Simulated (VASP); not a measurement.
# Ru (Fm-3m) in VASP: a series of runs

The runs below take Ru through single point, with PBE.

Program: VASP 6.6.1. These are calculated values, not measurements. Logs are shortened: lines on timing, memory, paths and dates and some standing lists are left out, and cuts for length are marked.

**1. The cell of the first run**

The structure is cubic, space group Fm-3m (No. 225). The conventional cell has a = 3.830 Å, b = 3.830 Å, c = 3.830 Å, α = 90.00°, β = 90.00°, γ = 90.00°. Within 3.6 Å of Ru (site symmetry m-3m) lie 12 Ru at 2.71 Å.

**2. Single point, PBE**

Contents of INCAR:

```
SYSTEM = Ru
  ALGO = Normal
  EDIFF = 1E-7
  ENCUT = 520
  GGA = PE
  ISIF = 2
  ISMEAR = 0
  LASPH = .True.
  LCHARG = .False.
  LREAL = .False.
  LWAVE = .False.
  NBANDS = 13
  NELM = 100
  PREC = Accurate
  SIGMA = 0.1
```

Contents of KPOINTS:

```
k-points
0
Gamma
  18 18 18
  0 0 0
```

Contents of POSCAR:

```
Ru
1.0
    0.0000000000      1.9150000000      1.9150000000
    1.9150000000      0.0000000000      1.9150000000
    1.9150000000      1.9150000000      0.0000000000
Ru
1
Direct
    0.0000000000      0.0000000000      0.0000000000
```

Potentials or basis: VASP PAW PBE potentials, release 64 (Ru_pv).

Run with:

```console
$ cat potpaw_PBE.64/Ru_pv/POTCAR > POTCAR
$ mpirun -np 1 vasp_std > vasp.out
```

OUTCAR:

```text
SYSTEM = Ru
   EDIFF = 1E-7
   ENCUT = 520
   GGA = PE
   ISIF = 2
   ISMEAR = 0
   LASPH = .True.
   LREAL = .False.
   NELM = 100
   PREC = Accurate

 ion  position               nearest neighbor table
   1  0.000  0.000  0.000-

  LATTYP: Found a face centered cubic cell.
 ALAT       =     3.8300000000

  Lattice vectors:

 A1 = (   0.0000000000,   1.9150000000,   1.9150000000)
 A2 = (   1.9150000000,   0.0000000000,   1.9150000000)
 A3 = (   1.9150000000,   1.9150000000,   0.0000000000)

Analysis of symmetry for initial positions (statically):
=====================================================================
 Subroutine PRICEL returns:
 Original cell was already a primitive cell.

 Routine SETGRP: Setting up the symmetry group for a
 face centered cubic supercell.

 Subroutine GETGRP returns: Found 48 space group operations
 (whereof 48 operations were pure point group operations)
 out of a pool of 48 trial point group operations.

The static configuration has the point symmetry O_h .

Analysis of symmetry for dynamics (positions and initial velocities):
=====================================================================
 Subroutine PRICEL returns:
 Original cell was already a primitive cell.

 Routine SETGRP: Setting up the symmetry group for a
 face centered cubic supercell.

 Subroutine GETGRP returns: Found 48 space group operations
 (whereof 48 operations were pure point group operations)
 out of a pool of 48 trial point group operations.

The dynamic configuration has the point symmetry O_h .

 Subroutine INISYM returns: Found 48 space group operations
 (whereof 48 operations are pure point group operations),
 and found     1 'primitive' translations

----------------------------------------------------------------------------------------

                                     Primitive cell

  volume of cell :      14.0455

  direct lattice vectors                    reciprocal lattice vectors
     0.000000000  1.915000000  1.915000000    -0.261096606  0.261096606  0.261096606
     1.915000000  0.000000000  1.915000000     0.261096606 -0.261096606  0.261096606
     1.915000000  1.915000000  0.000000000     0.261096606  0.261096606 -0.261096606

  length of vectors
     2.708218972  2.708218972  2.708218972     0.452232587  0.452232587  0.452232587

  position of ions in fractional coordinates (direct lattice)
     0.000000000  0.000000000  0.000000000

  ion indices of the primitive-cell ions
   primitive index   ion index
                 1           1

----------------------------------------------------------------------------------------

 KPOINTS: k-points

Automatic generation of k-mesh.
 Grid dimensions read from file:
 generate k-points for:   18   18   18

 Generating k-lattice:

  Cartesian coordinates                     Fractional coordinates (reciprocal lattice)
    -0.014505367  0.014505367  0.014505367     0.055555556  0.000000000  0.000000000
     0.014505367 -0.014505367  0.014505367     0.000000000  0.055555556  0.000000000
     0.014505367  0.014505367 -0.014505367     0.000000000  0.000000000  0.055555556

  Length of vectors
     0.025124033  0.025124033  0.025124033

  Shift w.r.t. Gamma in fractional coordinates (k-lattice)
     0.000000000  0.000000000  0.000000000

 Subroutine IBZKPT returns following result:
 ===========================================

 Found    195 irreducible k-points:

 Following reciprocal coordinates:
            Coordinates               Weight
  0.000000  0.000000  0.000000      1.000000
  0.055556  0.000000  0.000000      8.000000
  0.111111  0.000000  0.000000      8.000000
  0.166667  0.000000  0.000000      8.000000
  0.222222  0.000000  0.000000      8.000000
  0.277778  0.000000  0.000000      8.000000
[... 16 lines left out ...]
 -0.277778  0.055556  0.000000     24.000000
 -0.222222  0.055556  0.000000     24.000000
 [... further k-points ...]
   k-points           NKPTS =    195   k-points in BZ     NKDIM =    195   number of bands    NBANDS=     13
   number of dos      NEDOS =    301   number of ions     NIONS =      1
   total plane-waves  NPLWV =   8000
   dimension x,y,z NGX =    20 NGY =   20 NGZ =   20
   dimension x,y,z NGXF=    40 NGYF=   40 NGZF=   40
   ions per type =               1
   NGX,Y,Z   is equivalent  to a cutoff of  12.28, 12.28, 12.28 a.u.
   NGXF,Y,Z  is equivalent  to a cutoff of  24.55, 24.55, 24.55 a.u.
 SYSTEM =  Ru
   PREC   = accura    normal or accurate (medium, high low for compatibility)
   ISTART =      0    job   : 0-new  1-cont  2-samecut
   ICHARG =      2    charge: 1-file 2-atom 10-const
   ISPIN  =      1    spin polarized calculation?
   LNONCOLLINEAR =      F non collinear calculations
   LSORBIT =      F    spin-orbit coupling
   LASPH  =      T    aspherical Exc in radial PAW
   ENCUT  =  520.0 eV  38.22 Ry    6.18 a.u.   5.04  5.04  5.04*2*pi/ulx,y,z
   NELM   =    100;   NELMIN=  2; NELMDL= -5     # of ELM steps
   EDIFF  = 0.1E-06   stopping-criterion for ELM
   LREAL  =      F    real-space projection
   EDIFFG = 0.1E-05   stopping-criterion for IOM
   NSW    =      0    number of steps for IOM
   IBRION =     -1    ionic relax: 0-MD 1-quasi-New 2-CG
   NFREE  =      0    steps in history (QN), initial steepest desc. (CG)
   ISIF   =      2    stress and relaxation
   ISYM   =      2    0-nonsym 1-usesym 2-fastsym
   POTIM  = 0.5000    time-step for ionic-motion
   TEBEG  =    0.0;   TEEND  =   0.0 temperature during run
   PSTRESS=    0.0 pullay stress
   NELECT =      14.0000    total number of electrons
   NUPDOWN=      -1.0000    fix difference up-down
   EMIN   =  10.00;   EMAX   =-10.00  energy-range for DOS
   EFERMI =   0.00;   METHOD = LEGACY
   ISMEAR =     0;   SIGMA  =   0.10  broadening in eV -4-tet -1-fermi 0-gaus
   EFERMI_NEDOS =   21; number of points for ismear=-14 and -15
   IALGO  =     38    algorithm
   IMIX   =      4    mixing-type and parameters
     AMIX     =   0.40;   BMIX     =  1.00
     AMIX_MAG =   1.60;   BMIX_MAG =  1.00
  volume/ion in A,a.u.               =      14.05        94.78
  Fermi-wavevector in a.u.,A,eV,Ry     =   1.635330  3.090326 36.386117  2.674304
  Thomas-Fermi vector in A             =   2.726821
   LORBIT       =      0    0 simple, 1 ext, 2 COOP (PROOUT), +10 PAW based schemes
   GGA     = PE    functional components
   LHFCALC =     F    Hartree Fock is set to
   AEXX    =    0.0000 exact exchange contribution
   IVDW    =     0    specifies the selected vdW correction
   LEPSILON=     F    determine dielectric tensor
   LRPA    =     F    only Hartree local field effects (RPA)
 non-spin polarized calculation
 Gauss-broadening in eV      SIGMA  =   0.10
  energy-cutoff  :      520.00
  volume of cell :       14.05
 maximum number of plane-waves:       388
   NGX =  9   NGY =  9   NGZ =  9

 number of electron      13.9999998 magnetization

 Free energy of the ion-electron system (eV)
  ---------------------------------------------------
  ext. energy  EPLUGINS =         0.00000000
  ---------------------------------------------------
  free energy    TOTEN  =        -9.12265833 eV

  energy without entropy =       -9.11739497  energy(sigma->0) =       -9.12002665

 E-fermi :  12.1138     XC(G=0): -13.9081

 val. band max:       12.0982372815   @ k =   0.3333   0.2778   0.0000
 cond. band min:      12.1188564705   @ k =   0.1667   0.0556   0.0000
 fundamental gap:      0.0206191889
 Fermi energy:        12.1137801443

 k-point     1 :       0.0000    0.0000    0.0000
  band No.  band energies     occupation
      1     -30.2718      2.00000
      2     -30.2718      2.00000
      3     -30.2718      2.00000
      4       4.4422      2.00000
      5       9.6989      2.00000
      6       9.6989      2.00000
      7       9.6989      2.00000
      8      12.0223      1.80439
      9      12.0223      1.80439
     10      22.7327      0.00000
     11      27.2277      0.00000
     12      32.7808      0.00000
     13      32.7808      0.00000

 k-point     2 :       0.0556    0.0000    0.0000
  band No.  band energies     occupation
      1     -30.3019      2.00000
      2     -30.2758      2.00000
      3     -30.2758      2.00000
      4       4.5701      2.00000
      5       9.6329      2.00000
      6       9.7522      2.00000
      7       9.7522      2.00000
      8      11.9884      1.92380
      9      11.9884      1.92380
     10      22.7326      0.00000
     11      27.4383      0.00000
     12      32.1280      0.00000
     13      32.9855      0.00000

 k-point     3 :       0.1111    0.0000    0.0000
  band No.  band energies     occupation
      1     -30.3881      2.00000
      2     -30.2871      2.00000
      3     -30.2871      2.00000
      4       4.9363      2.00000
      5       9.4670      2.00000
      6       9.8916      2.00000
      7       9.8916      2.00000
      8      11.9147      1.99513
      9      11.9147      1.99513
     10      22.7325      0.00000
     11      28.0133      0.00000
     12      30.7803      0.00000
     13      33.5820      0.00000

 k-point     4 :       0.1667    0.0000    0.0000
  band No.  band energies     occupation
      1     -30.5186      2.00000
      2     -30.3044      2.00000
      3     -30.3044      2.00000
      4       5.4770      2.00000
      5       9.2982      2.00000
      6      10.0463      2.00000
      7      10.0463      2.00000
      8      11.8875      1.99863
      9      11.8875      1.99863
     10      22.7324      0.00000
     11      28.7449      0.00000
     12      29.3323      0.00000
     13      34.5191      0.00000

 k-point     5 :       0.2222    0.0000    0.0000
  band No.  band energies     occupation
      1     -30.6764      2.00000
      2     -30.3256      2.00000
      3     -30.3256      2.00000
      4       6.0464      2.00000
      5       9.3032      2.00000
      6      10.1063      2.00000
      7      10.1063      2.00000
      8      12.0300      1.76402
      9      12.0300      1.76402
     10      22.7324      0.00000
     11      27.8615      0.00000
     12      29.3150      0.00000
     13      35.7057      0.00000

 k-point     6 :       0.2778    0.0000    0.0000
  band No.  band energies     occupation
      1     -30.8417      2.00000
      2     -30.3480      2.00000
      3     -30.3480      2.00000
      4       6.4162      2.00000
      5       9.7200      2.00000
      6      10.0275      2.00000
      7      10.0275      2.00000
      8      12.3845      0.00013
      9      12.3845      0.00013
     10      22.7322      0.00000
     11      26.4647      0.00000
     12      29.1234      0.00000
     13      36.7498      0.00000

 k-point     7 :       0.3333    0.0000    0.0000
  band No.  band energies     occupation
      1     -30.9947      2.00000
      2     -30.3689      2.00000
      3     -30.3689      2.00000
      4       6.5000      2.00000
      5       9.8753      2.00000
      6       9.8753      2.00000
      7      10.6064      2.00000
      8      12.8601      0.00000
      9      12.8601      0.00000
     10      22.7319      0.00000
     11      25.0267      0.00000
     12      28.3252      0.00000
     13      35.5752      0.00000
[... 193 lines left out ...]
 k-point    20 :      -0.4444    0.0556    0.0000
  band No.  band energies     occupation
      1     -31.2033      2.00000
      2     -30.4232      2.00000
      3     -30.4010      2.00000
      4       6.4444      2.00000
      5       9.5083      2.00000
      6       9.6766      2.00000
      7      12.2708      0.02638
      8      13.6372      0.00000
      9      14.5965      0.00000
     10      22.0260      0.00000
     11      22.7363      0.00000
     12      27.0835      0.00000
     13      32.6489      0.00000

 k-point    21 :      -0.3889    0.0556    0.0000
  band No.  band energies     occupation
      1     -31.1418      2.00000
      2     -30.4188      2.00000
      3     -30.3874      2.00000
      4       6.5118      2.00000
      5       9.6101      2.00000
      6       9.7489      2.00000
      7      11.6441      2.00000
      8      13.2513      0.00000
      9      14.1650      0.00000
     10      22.7267      0.00000
     11      23.1226      0.00000
     12      27.4685      0.00000
     13      33.0244      0.00000

 k-point    22 :      -0.3333    0.0556    0.0000
  band No.  band energies     occupation
      1     -31.0347      2.00000
      2     -30.4066      2.00000
      3     -30.3682      2.00000
      4       6.5928      2.00000
      5       9.7648      2.00000
      6       9.8839      2.00000
      7      10.6940      2.00000
      8      12.7355      0.00000
      9      13.6065      0.00000
     10      22.7316      0.00000
     11      24.5932      0.00000
     12      28.1683      0.00000
     13      33.8448      0.00000

 k-point    23 :      -0.2778    0.0556    0.0000
  band No.  band energies     occupation
      1     -30.8936      2.00000
      2     -30.3878      2.00000
      3     -30.3459      2.00000
      4       6.5813      2.00000
      5       9.7413      2.00000
      6       9.9907      2.00000
      7      10.0492      2.00000
      8      12.2013      0.21570
      9      13.0390      0.00000
     10      22.7321      0.00000
     11      26.0888      0.00000
     12      29.0104      0.00000
     13      34.8363      0.00000

 k-point    24 :      -0.2222    0.0556    0.0000
  band No.  band energies     occupation
      1     -30.7347      2.00000
      2     -30.3647      2.00000
      3     -30.3230      2.00000
      4       6.3113      2.00000
      5       9.2402      2.00000
      6      10.1037      2.00000
      7      10.1732      2.00000
      8      11.7792      2.00000
      9      12.5464      0.00000
     10      22.7323      0.00000
     11      27.5002      0.00000
     12      29.4706      0.00000
     13      34.8704      0.00000

 [... further k-points ...]
[... 5 lines left out ...]
  --------------------------------------------------------------------------------------
  -------------------------------------------------------------------------------------
  Total       -0.4102541     -0.4102541     -0.4102541     -0.0000000      0.0000000      0.0000000
  in kB      -46.7979880    -46.7979880    -46.7979880     -0.0000000      0.0000000      0.0000000
  external PRESSURE =     -46.7979880 kB  Pullay stress =       0.0000000 kB

 VOLUME and BASIS-vectors are now :
 -----------------------------------------------------------------------------
  energy-cutoff  :      520.00
  volume of cell :       14.05
      direct lattice vectors                 reciprocal lattice vectors
     0.000000000  1.915000000  1.915000000    -0.261096606  0.261096606  0.261096606
     1.915000000  0.000000000  1.915000000     0.261096606 -0.261096606  0.261096606
     1.915000000  1.915000000  0.000000000     0.261096606  0.261096606 -0.261096606

 POSITION                                       TOTAL-FORCE (eV/Angst)
 -----------------------------------------------------------------------------------
      0.00000      0.00000      0.00000         0.000000     -0.000000     -0.000000
 -----------------------------------------------------------------------------------
    total drift:                                0.000000      0.000000      0.000000

  FREE ENERGIE OF THE ION-ELECTRON SYSTEM (eV)
  ---------------------------------------------------
  free  energy   TOTEN  =        -9.1226583335 eV

  energy  without entropy=       -9.1173949690  energy(sigma->0) =       -9.12002665
```

Run time: 15 s. Hardware: 1 thread of Intel Xeon Platinum 8488C (Sapphire Rapids), shared host; peak memory 0.15 GiB.

What came out:

| Item | Value |
| --- | --- |
| Free energy | -9.1227 eV |
| Pressure | -4.7 GPa |
| Band gap on the k mesh | zero (band 7 reaches 14.29 eV, above the bottom of band 8 at 11.03 eV) |

**3. Single point, PBE (volume scaled by 1.03)**

Contents of INCAR:

```
SYSTEM = Ru
  PREC = Accurate
  ENCUT = 520
  EDIFF = 1E-7
  ISMEAR = 0
  SIGMA = 0.1
  LREAL = .FALSE.
  LASPH = .TRUE.
  NELM = 60
  ALGO = Normal
  ISIF = 2
  LWAVE = .FALSE.
  LCHARG = .FALSE.
  GGA = PE
  NBANDS = 13
```

Contents of KPOINTS:

```
Automatic mesh
0
G
  18 18 18
  0 0 0
```

Contents of POSCAR:

```
Ru
1.0
    0.0000000000      1.9239474846      1.9239474846
    1.9239474846      0.0000000000      1.9239474846
    1.9239474846      1.9239474846      0.0000000000
Ru
1
Direct
    0.0000000000      0.0000000000      0.0000000000
```

Potentials or basis: VASP PAW PBE potentials, release 64 (Ru_pv).

Run with:

```console
$ cat potpaw_PBE.64/Ru_pv/POTCAR > POTCAR
$ mpirun -np 1 vasp_std > vasp.out
```

Run time: 15 s. Hardware: 1 thread of Intel Xeon Platinum 8488C (Sapphire Rapids), shared host; peak memory 0.14 GiB.

It converged, with:

```yaml
Free_energy: -9.1146 eV
Pressure: -8.5 GPa
Band_gap_on_the_k_mesh: zero (band 7 reaches 13.99 eV, above the bottom of band 8 at 10.81 eV)
```

Levels at points of the mesh, in eV from the Fermi level:
| k point | band 3 | band 4 | band 5 | band 6 | band 7 | band 8 | band 9 | band 10 | band 11 | band 12 |
| --- | --- | --- | --- | --- | --- | --- | --- | --- | --- | --- |
| (0.00, 0.00, 0.00) | -42.38 | -7.59 | -2.37 | -2.37 | -2.37 | -0.09 | -0.09 | 10.63 | 15.12 | 20.59 |
| (0.50, 0.00, 0.00) | -42.51 | -5.68 | -2.48 | -2.48 | 1.03 | 1.64 | 1.64 | 9.54 | 10.64 | 14.70 |
| (0.50, 0.50, 0.00) | -42.72 | -5.93 | -5.48 | 1.60 | 2.12 | 2.12 | 3.56 | 10.63 | 13.08 | 13.18 |

**4. Single point, PBE (volume scaled by 1.06)**

Contents of INCAR:

```
PREC = Accurate ; ENCUT = 520
EDIFF = 1E-7 ; ISMEAR = 0
SIGMA = 0.1 ; LREAL = F
LASPH = T ; NELM = 60
ALGO = Fast ; ISIF = 2
LWAVE = F ; LCHARG = F
GGA = PE ; NBANDS = 13
```

Contents of KPOINTS:

```
regular mesh
0
Gamma
  18 18 18
```

Contents of POSCAR:

```
Ru
1.0
    0.0000000000      1.9424481145      1.9424481145
    1.9424481145      0.0000000000      1.9424481145
    1.9424481145      1.9424481145      0.0000000000
Ru
1
Direct
    0.0000000000      0.0000000000      0.0000000000
```

Run with:

```console
$ cat potpaw_PBE.64/Ru_pv/POTCAR > POTCAR
$ mpirun -np 1 vasp_std > vasp.out
```

Wall time 22 s (1 thread of Intel Xeon Platinum 8488C (Sapphire Rapids), shared host); peak memory 0.15 GiB.

Results (log left out):

- Free energy: -9.0834 eV
- Pressure: -15.6 GPa
- Band gap on the k mesh: zero (band 7 reaches 13.40 eV, above the bottom of band 8 at 10.37 eV)

Levels at points of the mesh, in eV from the Fermi level:
```
           k point  band 5  band 6  band 7  band 8  band 9  band 10
(0.00, 0.00, 0.00)   -2.27   -2.27   -2.27   -0.09   -0.09    10.67
(0.50, 0.00, 0.00)   -2.37   -2.37    1.02    1.57    1.57     9.19
(0.50, 0.50, 0.00)   -5.25    1.52    2.02    2.02    3.47    10.67
```

**5. Single point, PBE (volume scaled by 1.10)**

Contents of INCAR:

```
SYSTEM = Ru
PREC = Accurate ; ENCUT = 520
EDIFF = 1E-6 ; ISMEAR = 0
SIGMA = 0.1 ; LREAL = .False.
LASPH = .True. ; NELM = 60
ALGO = Normal ; ISIF = 2
LWAVE = .False. ; LCHARG = .True.
GGA = PE ; LELF = .True.
LVHAR = .True. ; NBANDS = 13
```

Contents of KPOINTS:

```
regular mesh
0
Gamma
  18 18 18
  0 0 0
```

Contents of POSCAR:

```
Ru
1.0
    0.0000000000      1.9665803723      1.9665803723
    1.9665803723      0.0000000000      1.9665803723
    1.9665803723      1.9665803723      0.0000000000
Ru
1
Direct
    0.0000000000      0.0000000000      0.0000000000
```

Run with:

```console
$ cat potpaw_PBE.64/Ru_pv/POTCAR > POTCAR
$ mpirun -np 1 vasp_std > vasp.out
```

It took 18 s on 1 thread of Intel Xeon Platinum 8488C (Sapphire Rapids), shared host; peak memory 0.17 GiB.

The run converged. Its results:

```yaml
Free_energy: -9.0164 eV
Pressure: -23.2 GPa
Band_gap_on_the_k_mesh: zero (band 7 reaches 12.66 eV, above the bottom of band 8 at 9.81 eV)
```

Levels at points of the mesh, in eV from the Fermi level:
| k point | band 5 | band 6 | band 7 | band 8 | band 9 | band 10 |
| --- | --- | --- | --- | --- | --- | --- |
| (0.00, 0.00, 0.00) | -2.14 | -2.14 | -2.14 | -0.09 | -0.09 | 10.72 |
| (0.50, 0.00, 0.00) | -2.24 | -2.24 | 1.01 | 1.47 | 1.47 | 8.77 |
| (0.50, 0.50, 0.00) | -4.98 | 1.43 | 1.90 | 1.90 | 3.38 | 10.72 |

**6. Overview**

```tsv
cell	gap on the mesh (eV)	pressure (GPa)
a = 2.708 Å, angles 60.0°, 1 atom	none	-4.7
a = 2.721 Å, angles 60.0°, 1 atom	none	-8.5
a = 2.747 Å, angles 60.0°, 1 atom	none	-15.6
a = 2.781 Å, angles 60.0°, 1 atom	none	-23.2
```

Alike in all rows: task single point; level PBE; potentials or basis VASP PAW PBE potentials, release 64 (Ru_pv); no spin polarisation; k mesh 18 × 18 × 18; cutoff (eV) 520; smearing gaussian 0.1 eV.

Absolute energies hang on the potentials; compare differences alone.
